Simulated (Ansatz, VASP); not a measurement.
Two plane-wave programs on VSi2

```
V Si
1.0
     3.91839    0.00000    0.00000
    -1.95919    3.39342    0.00000
     0.00000    0.00000    3.50371
V Si
1 2
Direct
  0.00000 0.00000 0.00000
  0.33333 0.66667 0.50000
  0.66667 0.33333 0.50000
```

Alike in both runs: task relaxation of cell and atoms; functional PBE; k mesh 12 × 12 × 12; occupations gaussian, width 0.1 eV; collinear spin.

|  | VASP | Ansatz |
| --- | --- | --- |
| version | VASP 6.6.1 | Ansatz 0.2.0 |
| potentials or method | VASP PAW PBE potentials, release 64 (V_sv, Si), cutoff 600 eV | scalar-relativistic, plane waves, PAW |
| valence electrons in the cell | 21 | 21 |

```csv
,VASP,Ansatz,Ansatz less VASP
"gap on the k mesh at the Fermi level, each at its own relaxed structure (eV)",none,none,-
net moment per atom (μB),0.00,0.00,0.000
relaxed volume (Å³/atom),13.11,13.11,+0.004
relaxed length of the cell vector where the two differ most in proportion (Å),4.268,4.269,+0.0011
```

A gap of «none» marks a metal or a gap that the smearing closes. Ansatz's warnings: seeded moment not kept.

Noted on VASP's run: the volume moved by over 15 % at a fixed basis, so the end points are rough.
